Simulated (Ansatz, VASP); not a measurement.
**SiC in VASP and in Ansatz**

```
Si C
1.0
     3.07600    0.01538    0.01538
    -1.52468    2.65620    0.00563
     0.02524    0.02524    5.04800
Si C
2 2
Direct
  0.33333 0.66667 0.00000
  0.66667 0.33333 0.50000
  0.33333 0.66667 0.38500
  0.66667 0.33333 0.88500
```

Change from the starting cell: equal xy, yz and zx shear strains of +1 %, crystal datasets.

Alike in both runs: task electric field gradients; functional PBE; k mesh 15 × 15 × 8; occupations fermi-dirac, width 0.08 eV; no spin polarisation.

|  | VASP | Ansatz |
| --- | --- | --- |
| version | VASP 6.6.1 | Ansatz 0.2.0 |
| potentials or method | VASP PAW PBE potentials, release 64 (Si, C), cutoff 520 eV | all-electron PAW with datasets made for the crystal, scalar-relativistic |

```csv
,VASP,Ansatz,Ansatz less VASP
pressure (GPa),3.7,3.7,+0.07
"traceless stress, the component that is largest in VASP (GPa)",-3.24,-3.23,+0.010
rms of the force components (eV/Å),0.442,0.442,-0.0003
size of Vzz on the site where it differs most (V/Å²),17.5,16.6,-0.91
```

Atom by atom the forces differ by 0.000 eV/Å (rms over components). Ansatz ran all-electron here, and VASP with PAW potentials.
